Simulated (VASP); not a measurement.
# SrTiO3 (Pm-3m) in VASP: single point with r2SCAN

Aim: the single point of SrTiO3 with r2SCAN.

Everything below comes from runs of VASP 6.6.1. Logs are shortened: lines on timing, memory, paths and dates and some standing lists are left out, and cuts for length are marked.

### 1 The cell of the first run

The structure is cubic, space group Pm-3m (No. 221). The conventional cell has a = 3.907 Å, b = 3.907 Å, c = 3.907 Å, α = 90.00°, β = 90.00°, γ = 90.00°. Within 3.6 Å of Sr (site symmetry m-3m) lie 12 O at 2.76 Å and 8 Ti at 3.38 Å. Within 2.6 Å of Ti (site symmetry m-3m) lie 6 O at 1.95 Å. O (site symmetry 4/mmm) has 2 Ti at 1.95 Å within 2.6 Å.

### 2 Single point, r2SCAN

POSCAR

```
SrTiO3
1.0
    3.9072701557      0.0000000000      0.0000000000
    0.0000000000      3.9072701557      0.0000000000
    0.0000000000      0.0000000000      3.9072701557
Sr Ti O
1 1 3
Direct
    0.0000000000      0.0000000000      0.0000000000
    0.5000000000      0.5000000000      0.5000000000
    0.5000000000      0.0000000000      0.5000000000
    0.5000000000      0.5000000000      0.0000000000
    0.0000000000      0.5000000000      0.5000000000
```

INCAR.step1

```
SYSTEM = SrTiO3
PREC = Accurate ; ENCUT = 520
ISMEAR = 0 ; SIGMA = 0.02
LREAL = .FALSE. ; LASPH = .TRUE.
NELM = 60 ; NBANDS = 28
GGA = PE ; ALGO = Normal
EDIFF = 1E-4 ; LWAVE = .TRUE.
LCHARG = .FALSE.
```

INCAR.step2

```
SYSTEM = SrTiO3
PREC = Accurate ; ENCUT = 520
EDIFF = 1E-6 ; ISMEAR = 0
SIGMA = 0.02 ; LREAL = .FALSE.
LASPH = .TRUE. ; NELM = 60
ALGO = Normal ; ISIF = 2
LWAVE = .FALSE. ; LCHARG = .FALSE.
METAGGA = R2SCAN ; LMIXTAU = .TRUE.
NBANDS = 28 ; ISTART = 1
```

KPOINTS

```
Automatic mesh
0
G
  8 8 8
  0 0 0
```

Potentials or basis: VASP PAW PBE potentials, release 64 (Sr_sv, Ti_sv, O).

The run is started by

```console
$ cat potpaw_PBE.64/Sr_sv/POTCAR potpaw_PBE.64/Ti_sv/POTCAR potpaw_PBE.64/O/POTCAR > POTCAR
$ cp INCAR.step1 INCAR
$ mpirun -np 1 vasp_std > vasp.out
$ cp INCAR.step2 INCAR
$ mpirun -np 1 vasp_std > vasp.out
```

OUTCAR:

```text
SYSTEM = SrTiO3
   PREC = Accurate
   ENCUT = 520
   EDIFF = 1E-6
   ISMEAR = 0
   LREAL = .FALSE.
   LASPH = .TRUE.
   NELM = 60
   ISIF = 2
   METAGGA = R2SCAN
   ISTART = 1

 ion  position               nearest neighbor table
   1  0.000  0.000  0.000-   3 2.76   4 2.76   5 2.76   3 2.76   5 2.76   4 2.76   5 2.76   5 2.76
                             3 2.76   4 2.76   3 2.76   4 2.76   2 3.38   2 3.38   2 3.38   2 3.38
   2  0.500  0.500  0.500-   3 1.95   4 1.95   5 1.95   4 1.95   3 1.95   5 1.95   1 3.38   1 3.38
                             1 3.38   1 3.38   1 3.38   1 3.38   1 3.38   1 3.38
   3  0.500  0.000  0.500-   2 1.95   2 1.95   1 2.76   1 2.76   1 2.76   1 2.76
   4  0.500  0.500  0.000-   2 1.95   2 1.95   1 2.76   1 2.76   1 2.76   1 2.76
   5  0.000  0.500  0.500-   2 1.95   2 1.95   1 2.76   1 2.76   1 2.76   1 2.76

  LATTYP: Found a simple cubic cell.
 ALAT       =     3.9072701557

  Lattice vectors:

 A1 = (   3.9072701557,   0.0000000000,   0.0000000000)
 A2 = (   0.0000000000,   3.9072701557,   0.0000000000)
 A3 = (   0.0000000000,   0.0000000000,   3.9072701557)

Analysis of symmetry for initial positions (statically):
=====================================================================
 Subroutine PRICEL returns:
 Original cell was already a primitive cell.

 Routine SETGRP: Setting up the symmetry group for a
 simple cubic supercell.

 Subroutine GETGRP returns: Found 48 space group operations
 (whereof 48 operations were pure point group operations)
 out of a pool of 48 trial point group operations.

The static configuration has the point symmetry O_h .

Analysis of symmetry for dynamics (positions and initial velocities):
=====================================================================
 Subroutine PRICEL returns:
 Original cell was already a primitive cell.

 Routine SETGRP: Setting up the symmetry group for a
 simple cubic supercell.

 Subroutine GETGRP returns: Found 48 space group operations
 (whereof 48 operations were pure point group operations)
 out of a pool of 48 trial point group operations.

The dynamic configuration has the point symmetry O_h .

 Subroutine INISYM returns: Found 48 space group operations
 (whereof 48 operations are pure point group operations),
 and found     1 'primitive' translations

[... 95 lines left out ...]
   LNONCOLLINEAR =      F non collinear calculations
   LSORBIT =      F    spin-orbit coupling
   LASPH  =      T    aspherical Exc in radial PAW
   ENCUT  =  520.0 eV  38.22 Ry    6.18 a.u.   7.26  7.26  7.26*2*pi/ulx,y,z
   NELM   =     60;   NELMIN=  2; NELMDL=  0     # of ELM steps
   EDIFF  = 0.1E-05   stopping-criterion for ELM
   LREAL  =      F    real-space projection
   EDIFFG = 0.1E-04   stopping-criterion for IOM
   NSW    =      0    number of steps for IOM
   IBRION =     -1    ionic relax: 0-MD 1-quasi-New 2-CG
   NFREE  =      0    steps in history (QN), initial steepest desc. (CG)
   ISIF   =      2    stress and relaxation
   ISYM   =      2    0-nonsym 1-usesym 2-fastsym
   POTIM  = 0.5000    time-step for ionic-motion
   TEBEG  =    0.0;   TEEND  =   0.0 temperature during run
   PSTRESS=    0.0 pullay stress
   NELECT =      40.0000    total number of electrons
   NUPDOWN=      -1.0000    fix difference up-down
   EMIN   =  10.00;   EMAX   =-10.00  energy-range for DOS
   EFERMI =   0.00;   METHOD = LEGACY
   ISMEAR =     0;   SIGMA  =   0.02  broadening in eV -4-tet -1-fermi 0-gaus
   EFERMI_NEDOS =   21; number of points for ismear=-14 and -15
   IALGO  =     38    algorithm
   IMIX   =      4    mixing-type and parameters
     AMIX     =   0.40;   BMIX     =  1.00
     AMIX_MAG =   1.60;   BMIX_MAG =  1.00
  volume/ion in A,a.u.               =      11.93        80.51
  Fermi-wavevector in a.u.,A,eV,Ry     =   1.432918  2.707823 27.936223  2.053254
  Thomas-Fermi vector in A             =   2.552493
   LORBIT       =      0    0 simple, 1 ext, 2 COOP (PROOUT), +10 PAW based schemes
   METAGGA = R2SCAN    functional components
   LHFCALC =     F    Hartree Fock is set to
   AEXX    =    0.0000 exact exchange contribution
   IVDW    =     0    specifies the selected vdW correction
   LEPSILON=     F    determine dielectric tensor
   LRPA    =     F    only Hartree local field effects (RPA)
 non-spin polarized calculation
 Gauss-broadening in eV      SIGMA  =   0.02
  energy-cutoff  :      520.00
  volume of cell :       59.65
 maximum number of plane-waves:      1640
 NGX is ok and might be reduce to    30
   NGX = 15   NGY = 15   NGZ = 15

 number of electron      40.0000004 magnetization

 Free energy of the ion-electron system (eV)
  ---------------------------------------------------
  ext. energy  EPLUGINS =         0.00000000
  ---------------------------------------------------
  free energy    TOTEN  =       -63.32970405 eV

  energy without entropy =      -63.32970405  energy(sigma->0) =      -63.32970405

 E-fermi :   3.9443     XC(G=0): -11.9246

 val. band max:        3.8345432536   @ k =   0.5000   0.5000   0.5000
 cond. band min:       6.1074570251   @ k =   0.0000   0.0000   0.0000
 fundamental gap:      2.2729137715
 Fermi energy:         3.9442782232

 k-point     1 :       0.0000    0.0000    0.0000
  band No.  band energies     occupation
      1     -54.8455      2.00000
      2     -30.0415      2.00000
      3     -30.0415      2.00000
      4     -30.0415      2.00000
      5     -30.0408      2.00000
      6     -14.5773      2.00000
[... 733 lines left out ...]
     27      12.6939      0.00000
     28      13.2713      0.00000

 [... further k-points ...]
[... 5 lines left out ...]
  --------------------------------------------------------------------------------------
  -------------------------------------------------------------------------------------
  Total        0.3259123      0.3259123      0.3259123      0.0000000      0.0000000     -0.0000000
  in kB        8.7536875      8.7536875      8.7536875      0.0000000      0.0000000     -0.0000000
  external PRESSURE =       8.7536875 kB  Pullay stress =       0.0000000 kB

 VOLUME and BASIS-vectors are now :
 -----------------------------------------------------------------------------
  energy-cutoff  :      520.00
  volume of cell :       59.65
      direct lattice vectors                 reciprocal lattice vectors
     3.907270156  0.000000000  0.000000000     0.255933161  0.000000000  0.000000000
     0.000000000  3.907270156  0.000000000     0.000000000  0.255933161  0.000000000
     0.000000000  0.000000000  3.907270156     0.000000000  0.000000000  0.255933161

 POSITION                                       TOTAL-FORCE (eV/Angst)
 -----------------------------------------------------------------------------------
      0.00000      0.00000      0.00000         0.000000      0.000000      0.000000
      1.95364      1.95364      1.95364         0.000000      0.000000      0.000000
      1.95364      0.00000      1.95364         0.000000      0.000000      0.000000
      1.95364      1.95364      0.00000         0.000000      0.000000      0.000000
      0.00000      1.95364      1.95364         0.000000      0.000000      0.000000
 -----------------------------------------------------------------------------------
    total drift:                                0.000000      0.000000     -0.000000

  FREE ENERGIE OF THE ION-ELECTRON SYSTEM (eV)
  ---------------------------------------------------
  free  energy   TOTEN  =       -63.3297040504 eV

  energy  without entropy=      -63.3297040504  energy(sigma->0) =      -63.32970405
```

OUTCAR.step1:

```text
SYSTEM = SrTiO3
   PREC = Accurate
   ENCUT = 520
   ISMEAR = 0
   LREAL = .FALSE.
   LASPH = .TRUE.
[... 979 lines left out ...]
      1.95364      0.00000      1.95364         0.000000      0.000000      0.000000
      1.95364      1.95364      0.00000         0.000000      0.000000      0.000000
      0.00000      1.95364      1.95364         0.000000      0.000000      0.000000
 -----------------------------------------------------------------------------------
    total drift:                                0.000000      0.000000     -0.000000

  FREE ENERGIE OF THE ION-ELECTRON SYSTEM (eV)
  ---------------------------------------------------
  free  energy   TOTEN  =       -40.0798870047 eV

  energy  without entropy=      -40.0798870047  energy(sigma->0) =      -40.07988700
```

Run time: 3.4 min. Hardware: 1 thread of Intel Xeon Platinum 8488C (Sapphire Rapids), shared host; peak memory 0.21 GiB.

Results:

| Property | Result |
| --- | --- |
| Free energy | -63.3297 eV |
| Pressure | 0.9 GPa |
| Band gap on the k mesh | 2.27 eV, indirect (least direct gap 2.66 eV) |

Caveat: the PAW data sets were made with another functional, which shifts forces and pressure a little.
